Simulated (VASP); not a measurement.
# Zr (P6_3/mmc) in VASP: notebook

Zr is run at these levels: r2SCAN+D3(BJ); tasks: single point, relaxation of volume and atoms at fixed shape.

Everything below comes from runs of VASP 6.6.1. Logs are shortened: lines on timing, memory, paths and dates and some standing lists are left out, and cuts for length are marked.

## (1) The cell of the first run

The structure is hexagonal, space group P6_3/mmc (No. 194). The conventional cell has a = 3.221 Å, b = 3.221 Å, c = 5.130 Å, α = 90.00°, β = 90.00°, γ = 120.00°. Within 4.2 Å of Zr (site symmetry -6m2) lie 12 Zr at 3.17 to 3.22 Å.

## (2) Single point, r2SCAN+D3(BJ)

Contents of POSCAR:

```
Zr
1.0
    3.2211592300      0.0000000000      0.0000000000
   -1.6105796150      2.7896057228      0.0000000000
    0.0000000000      0.0000000000      5.1297360359
Zr
2
Direct
    0.3333333333      0.6666666667      0.2500000000
    0.6666666667      0.3333333333      0.7500000000
```

Contents of INCAR.step1:

```
SYSTEM = Zr
PREC = Accurate
ENCUT = 520
ISMEAR = -1
SIGMA = 0.1
LREAL = .False.
LASPH = .True.
NELM = 80
NBANDS = 19
GGA = PE
ALGO = Normal
EDIFF = 1E-4
LWAVE = .True.
LCHARG = .False.
```

Contents of INCAR.step2:

```
SYSTEM = Zr
PREC = Accurate
ENCUT = 520
EDIFF = 1E-6
ISMEAR = -1
SIGMA = 0.1
LREAL = .False.
LASPH = .True.
NELM = 80
ALGO = Normal
ISIF = 2
LWAVE = .False.
LCHARG = .False.
METAGGA = R2SCAN
LMIXTAU = .True.
IVDW = 12
VDW_S6 = 1.0
VDW_S8 = 0.78981345
VDW_A1 = 0.49484001
VDW_A2 = 5.73083694
NBANDS = 19
ISTART = 1
```

Contents of KPOINTS:

```
regular mesh
0
Gamma
  6 6 4
  0 0 0
```

Potentials or basis: VASP PAW PBE potentials, release 64 (Zr_sv).

On the command line:

```console
> cat potpaw_PBE.64/Zr_sv/POTCAR > POTCAR
> cp INCAR.step1 INCAR
> mpirun -np 1 vasp_std > vasp.out
> cp INCAR.step2 INCAR
> mpirun -np 1 vasp_std > vasp.out
```

OUTCAR:

```text
SYSTEM = Zr
   PREC = Accurate
   ENCUT = 520
   EDIFF = 1E-6
   ISMEAR = -1
   LREAL = .False.
   LASPH = .True.
   NELM = 80
   ISIF = 2
   METAGGA = R2SCAN
   IVDW = 12
   ISTART = 1
 IVDW          = 12

 ion  position               nearest neighbor table
   1  0.333  0.667  0.250-   2 3.17   2 3.17   2 3.17   2 3.17   2 3.17   2 3.17
   2  0.667  0.333  0.750-   1 3.17   1 3.17   1 3.17   1 3.17   1 3.17   1 3.17

  LATTYP: Found a hexagonal cell.
 ALAT       =     3.2211592300
 C/A-ratio  =     1.5925124061

  Lattice vectors:

 A1 = (   3.2211592300,   0.0000000000,   0.0000000000)
 A2 = (  -1.6105796150,   2.7896057228,   0.0000000000)
 A3 = (   0.0000000000,   0.0000000000,   5.1297360359)

Analysis of symmetry for initial positions (statically):
=====================================================================
 Subroutine PRICEL returns:
 Original cell was already a primitive cell.

 Routine SETGRP: Setting up the symmetry group for a
 hexagonal supercell.

 Subroutine GETGRP returns: Found 24 space group operations
 (whereof 12 operations were pure point group operations)
 out of a pool of 24 trial point group operations.

The static configuration has the point symmetry D_3d.
 The point group associated with its full space group is D_6h.

Analysis of symmetry for dynamics (positions and initial velocities):
=====================================================================
 Subroutine PRICEL returns:
 Original cell was already a primitive cell.

 Routine SETGRP: Setting up the symmetry group for a
 hexagonal supercell.

 Subroutine GETGRP returns: Found 24 space group operations
 (whereof 12 operations were pure point group operations)
 out of a pool of 24 trial point group operations.

The dynamic configuration has the point symmetry D_3d.
 The point group associated with its full space group is D_6h.

 Subroutine INISYM returns: Found 24 space group operations
 (whereof 12 operations are pure point group operations),
 and found     1 'primitive' translations

----------------------------------------------------------------------------------------

                                     Primitive cell

  volume of cell :      46.0946

  direct lattice vectors                    reciprocal lattice vectors
     3.221159230  0.000000000  0.000000000     0.310447242  0.179236799  0.000000000
    -1.610579615  2.789605723  0.000000000     0.000000000  0.358473598  0.000000000
     0.000000000  0.000000000  5.129736036     0.000000000  0.000000000  0.194941805

  length of vectors
     3.221159230  3.221159230  5.129736036     0.358473598  0.358473598  0.194941805

  position of ions in fractional coordinates (direct lattice)
     0.333333333  0.666666667  0.250000000
     0.666666667  0.333333333  0.750000000

  ion indices of the primitive-cell ions
   primitive index   ion index
                 1           1
                 2           2

----------------------------------------------------------------------------------------

 KPOINTS: regular mesh

Automatic generation of k-mesh.
 Grid dimensions read from file:
 generate k-points for:    6    6    4

 Generating k-lattice:

  Cartesian coordinates                     Fractional coordinates (reciprocal lattice)
     0.051741207  0.029872800  0.000000000     0.166666667  0.000000000  0.000000000
     0.000000000  0.059745600  0.000000000     0.000000000  0.166666667  0.000000000
     0.000000000  0.000000000  0.048735451     0.000000000  0.000000000  0.250000000

  Length of vectors
     0.059745600  0.059745600  0.048735451

  Shift w.r.t. Gamma in fractional coordinates (k-lattice)
     0.000000000  0.000000000  0.000000000

 Subroutine IBZKPT returns following result:
 ===========================================

 Found     21 irreducible k-points:

 Following reciprocal coordinates:
            Coordinates               Weight
  0.000000  0.000000  0.000000      1.000000
  0.166667 -0.000000  0.000000      6.000000
  0.333333 -0.000000  0.000000      6.000000
  0.500000 -0.000000  0.000000      3.000000
  0.166667  0.166667  0.000000      6.000000
  0.333333  0.166667  0.000000     12.000000
[... 13 lines left out ...]
  0.333333  0.166667  0.500000     12.000000
  0.333333  0.333333  0.500000      2.000000
   k-points           NKPTS =     21   k-points in BZ     NKDIM =     21   number of bands    NBANDS=     19
   number of dos      NEDOS =    301   number of ions     NIONS =      2
   total plane-waves  NPLWV =  23040
   dimension x,y,z NGX =    24 NGY =   24 NGZ =   40
   dimension x,y,z NGXF=    48 NGYF=   48 NGZF=   80
   ions per type =               2
   NGX,Y,Z   is equivalent  to a cutoff of  12.39, 12.39, 12.96 a.u.
   NGXF,Y,Z  is equivalent  to a cutoff of  24.77, 24.77, 25.93 a.u.
 SYSTEM =  Zr
   PREC   = accura    normal or accurate (medium, high low for compatibility)
   ISTART =      1    job   : 0-new  1-cont  2-samecut
   ICHARG =      0    charge: 1-file 2-atom 10-const
   ISPIN  =      1    spin polarized calculation?
   LNONCOLLINEAR =      F non collinear calculations
   LSORBIT =      F    spin-orbit coupling
   LASPH  =      T    aspherical Exc in radial PAW
   ENCUT  =  520.0 eV  38.22 Ry    6.18 a.u.   5.99  5.99  9.54*2*pi/ulx,y,z
   NELM   =     80;   NELMIN=  2; NELMDL=  0     # of ELM steps
   EDIFF  = 0.1E-05   stopping-criterion for ELM
   LREAL  =      F    real-space projection
   EDIFFG = 0.1E-04   stopping-criterion for IOM
   NSW    =      0    number of steps for IOM
   IBRION =     -1    ionic relax: 0-MD 1-quasi-New 2-CG
   NFREE  =      0    steps in history (QN), initial steepest desc. (CG)
   ISIF   =      2    stress and relaxation
   ISYM   =      2    0-nonsym 1-usesym 2-fastsym
   POTIM  = 0.5000    time-step for ionic-motion
   TEBEG  =    0.0;   TEEND  =   0.0 temperature during run
   PSTRESS=    0.0 pullay stress
   NELECT =      24.0000    total number of electrons
   NUPDOWN=      -1.0000    fix difference up-down
   EMIN   =  10.00;   EMAX   =-10.00  energy-range for DOS
   EFERMI =   0.00;   METHOD = LEGACY
   ISMEAR =    -1;   SIGMA  =   0.10  broadening in eV -4-tet -1-fermi 0-gaus
   EFERMI_NEDOS =   21; number of points for ismear=-14 and -15
   IALGO  =     38    algorithm
   IMIX   =      4    mixing-type and parameters
     AMIX     =   0.40;   BMIX     =  1.00
     AMIX_MAG =   1.60;   BMIX_MAG =  1.00
  volume/ion in A,a.u.               =      23.05       155.53
  Fermi-wavevector in a.u.,A,eV,Ry     =   1.317029  2.488823 23.600183  1.734565
  Thomas-Fermi vector in A             =   2.447099
   LORBIT       =      0    0 simple, 1 ext, 2 COOP (PROOUT), +10 PAW based schemes
   METAGGA = R2SCAN    functional components
   LHFCALC =     F    Hartree Fock is set to
   AEXX    =    0.0000 exact exchange contribution
   IVDW    =    12    specifies the selected vdW correction
   LEPSILON=     F    determine dielectric tensor
   LRPA    =     F    only Hartree local field effects (RPA)
 non-spin polarized calculation
  energy-cutoff  :      520.00
  volume of cell :       46.09
 maximum number of plane-waves:      1254
 NGX is ok and might be reduce to    24
   NGX = 11   NGY = 11   NGZ = 19

 number of electron      24.0000000 magnetization

 Free energy of the ion-electron system (eV)
  ---------------------------------------------------
  ext. energy  EPLUGINS =         0.00000000
  ---------------------------------------------------
  free energy    TOTEN  =       -45.51822611 eV

  energy without entropy =      -45.44793386  energy(sigma->0) =      -45.48307998

 E-fermi :   9.1838     XC(G=0): -12.0015

 val. band max:        9.1771188757   @ k =   0.0000   0.0000   0.5000
 cond. band min:       9.2420713329   @ k =   0.3333   0.3333   0.2500
 fundamental gap:      0.0649524572
 Fermi energy:         9.1837632408

 k-point     1 :       0.0000    0.0000    0.0000
  band No.  band energies     occupation
      1     -41.3695      2.00000
      2     -41.1953      2.00000
      3     -19.2487      2.00000
      4     -18.3019      2.00000
      5     -18.3019      2.00000
      6     -18.1536      2.00000
[... 11 lines left out ...]
     18      11.5723      0.00000
     19      13.9300      0.00000

 k-point     2 :       0.1667   -0.0000    0.0000
  band No.  band energies     occupation
      1     -41.3358      2.00000
      2     -41.1820      2.00000
      3     -19.1588      2.00000
      4     -18.4933      2.00000
      5     -18.3628      2.00000
      6     -18.3465      2.00000
[... 11 lines left out ...]
     18      11.5862      0.00000
     19      14.3408      0.00000

 k-point     3 :       0.3333   -0.0000    0.0000
  band No.  band energies     occupation
      1     -41.2617      2.00000
      2     -41.1612      2.00000
      3     -18.9391      2.00000
      4     -18.8748      2.00000
      5     -18.7050      2.00000
      6     -18.4749      2.00000
[... 11 lines left out ...]
     18      13.3529      0.00000
     19      14.7499      0.00000

 k-point     4 :       0.5000   -0.0000    0.0000
  band No.  band energies     occupation
      1     -41.2159      2.00000
      2     -41.1591      2.00000
      3     -19.0627      2.00000
      4     -18.8731      2.00000
      5     -18.7748      2.00000
      6     -18.5280      2.00000
[... 11 lines left out ...]
     18      14.8570      0.00000
     19      15.6560      0.00000

 k-point     5 :       0.1667    0.1667    0.0000
  band No.  band energies     occupation
      1     -41.2815      2.00000
      2     -41.1652      2.00000
      3     -19.0022      2.00000
      4     -18.6932      2.00000
      5     -18.6792      2.00000
      6     -18.4223      2.00000
[... 11 lines left out ...]
     18      13.2055      0.00000
     19      14.4473      0.00000
[... 268 lines left out ...]
      2     -41.1875      2.00000
      3     -19.1393      2.00000
      4     -19.1393      2.00000
      5     -18.4174      2.00000
      6     -18.4174      2.00000
[... 11 lines left out ...]
     18      14.6377      0.00000
     19      14.7120      0.00000

 k-point    19 :       0.1667    0.1667    0.5000
  band No.  band energies     occupation
      1     -41.2237      2.00000
      2     -41.2237      2.00000
      3     -18.8978      2.00000
      4     -18.8978      2.00000
      5     -18.4454      2.00000
      6     -18.4454      2.00000
[... 11 lines left out ...]
     18      13.5443      0.00000
     19      14.1384      0.00000

 k-point    20 :       0.3333    0.1667    0.5000
  band No.  band energies     occupation
      1     -41.1875      2.00000
      2     -41.1875      2.00000
      3     -19.0572      2.00000
      4     -19.0572      2.00000
      5     -18.5648      2.00000
      6     -18.5648      2.00000
[... 11 lines left out ...]
     18      14.2152      0.00000
     19      15.5870      0.00000

 k-point    21 :       0.3333    0.3333    0.5000
  band No.  band energies     occupation
      1     -41.1754      2.00000
      2     -41.1754      2.00000
      3     -19.0002      2.00000
      4     -19.0002      2.00000
      5     -18.7408      2.00000
      6     -18.7408      2.00000
[... 11 lines left out ...]
     18      13.8402      0.00000
     19      17.6752      0.00000

------------------------ aborting loop because EDIFF is reached ----------------------------------------

 Edisp (eV)   -0.50670

 E8    (eV) :    -0.2131

  FORCE on cell =-STRESS in cart. coord.  units (eV):
  Direction    XX          YY          ZZ          XY          YZ          ZX
  --------------------------------------------------------------------------------------
  -------------------------------------------------------------------------------------
  Total      -0.03832    -0.03832     0.09401     0.00000    -0.00000    -0.00000
  in kB      -1.33207    -1.33207     3.26758     0.00000    -0.00000    -0.00000
  external pressure =        0.20 kB  Pullay stress =        0.00 kB

 VOLUME and BASIS-vectors are now :
 -----------------------------------------------------------------------------
  energy-cutoff  :      520.00
  volume of cell :       46.09
      direct lattice vectors                 reciprocal lattice vectors
     3.221159230  0.000000000  0.000000000     0.310447242  0.179236799  0.000000000
    -1.610579615  2.789605723  0.000000000     0.000000000  0.358473598  0.000000000
     0.000000000  0.000000000  5.129736036     0.000000000  0.000000000  0.194941805

 POSITION                                       TOTAL-FORCE (eV/Angst)
 -----------------------------------------------------------------------------------
     -0.00000      1.85974      1.28243        -0.000000      0.000000      0.000000
      1.61058      0.92987      3.84730         0.000000     -0.000000      0.000000
 -----------------------------------------------------------------------------------
    total drift:                               -0.000000      0.000000     -0.000000

  FREE ENERGIE OF THE ION-ELECTRON SYSTEM (eV)
  ---------------------------------------------------
  free  energy   TOTEN  =       -46.0249261237 eV

  energy  without entropy=      -45.9546338836  energy(sigma->0) =      -45.98978000
```

Run time: 49 s. Hardware: 1 thread of AMD EPYC 9R45 (Zen 5), shared host; peak memory 0.15 GiB.

What came out:

| Property | Result |
| --- | --- |
| Free energy | -46.0249 eV |
| Pressure | 0.0 GPa |
| Band gap on the k mesh | zero (bands 12 and 13 overlap by 1.10 eV) |
| Dispersion energy per atom | -0.253 eV |

Stress tensor (GPa, compression positive):
```
-0.13  0.00  0.00
 0.00 -0.13  0.00
 0.00  0.00  0.33
```

Caveat: the k points lie up to 0.38 Å⁻¹ apart, too coarse for converged energies and pressures of a metal; the PAW data sets were made with another functional, which shifts forces and pressure a little.

## (3) Relaxation of volume and atoms at fixed shape, r2SCAN+D3(BJ)

This run uses another cell than the first one, of 23.28 Å³/atom.

Contents of POSCAR:

```
Zr
1.0
    3.2320000000      0.0000000000      0.0000000000
   -1.6160000000      2.7989940000      0.0000000000
    0.0000000000      0.0000000000      5.1470000000
Zr
2
Direct
    0.3333333333      0.6666666667      0.2500000000
    0.6666666667      0.3333333333      0.7500000000
```

Contents of INCAR.step1:

```
SYSTEM = Zr
PREC = Accurate
ENCUT = 600
ISMEAR = -1
SIGMA = 0.1
LREAL = .False.
LASPH = .True.
NELM = 60
GGA = PE
ALGO = Normal
EDIFF = 1E-4
LWAVE = .True.
LCHARG = .False.
```

Contents of INCAR.step2:

```
SYSTEM = Zr
PREC = Accurate
ENCUT = 600
EDIFF = 1E-6
ISMEAR = -1
SIGMA = 0.1
LREAL = .False.
LASPH = .True.
NELM = 60
ALGO = Normal
ISIF = 8
LWAVE = .False.
LCHARG = .False.
METAGGA = R2SCAN
LMIXTAU = .True.
IVDW = 12
VDW_S6 = 1.0
VDW_S8 = 0.78981345
VDW_A1 = 0.49484001
VDW_A2 = 5.73083694
IBRION = 2
NSW = 80
EDIFFG = -0.02
ISTART = 1
```

Contents of KPOINTS:

```
Automatic mesh
0
Gamma
  6 6 4
  0 0 0
```

Potentials or basis: VASP PAW PBE potentials, release 64 (Zr_sv).

On the command line:

```console
> cat potpaw_PBE.64/Zr_sv/POTCAR > POTCAR
> cp INCAR.step1 INCAR
> mpirun -np 1 vasp_std > vasp.out
> cp INCAR.step2 INCAR
> mpirun -np 1 vasp_std > vasp.out
```

It took 2.7 min on 1 thread of AMD EPYC 9R45 (Zen 5), shared host; peak memory 0.18 GiB.

Results (log left out):

```yaml
Free_energy: -46.0217 eV
Relaxed_volume: 23.05 Å³/atom
Relaxed_cell: a = 3.221 Å, b = 3.221 Å, c = 5.130 Å, α = 90.00°, β = 90.00°, γ = 120.00°
Space_group_after_relaxing_to_0.1_Å: P6_3/mmc (No. 194)
Energy_gained_by_relaxing: 0.7 meV/atom
Ionic_steps: 3
Pressure_after_relaxing: 0.0 GPa
Band_gap_on_the_k_mesh: zero (bands 12 and 13 overlap by 1.10 eV)
Dispersion_energy_per_atom: -0.253 eV
```

Stress tensor (GPa, compression positive):
```
-0.15  0.00  0.00
 0.00 -0.15  0.00
 0.00  0.00  0.31
```

Step by step:
```tsv
step	energy change (eV)	largest force (eV/Å)	pressure (GPa)	volume (Å³)
1	0.0000	0.0000	-0.93	46.56
2	0.0000	0.0000	0.94	45.66
3	-0.0013	0.0000	0.00	46.10
```

Final structure:
```xyz
2
Lattice="3.2214 0.0000 0.0000 -1.6107 2.7898 0.0000 0.0000 0.0000 5.1301" Properties=species:S:1:pos:R:3 pbc="T T T"
Zr    0.0000    1.8599    1.2825
Zr    1.6107    0.9299    3.8476
```

Levels at points of the mesh, in eV from the Fermi level:
```tsv
k point	band 10	band 11	band 12	band 13	band 14	band 15
(0.00, 0.00, 0.00)	-3.26	0.95	0.95	1.05	1.12	1.71
(0.50, 0.00, 0.00)	-2.69	-2.31	-0.37	0.66	0.84	1.58
(0.00, 0.00, 0.50)	-4.24	-0.01	-0.01	0.87	0.87	0.87
(0.50, 0.00, 0.50)	-3.06	-1.14	-1.14	1.60	1.60	2.42
```

Caveat: the k points lie up to 0.38 Å⁻¹ apart in the final cell, too coarse for converged energies and pressures of a metal; the PAW data sets were made with another functional, which shifts forces and pressure a little.

The gap in the log of VASP goes by the Fermi energy; the results here count the filled bands.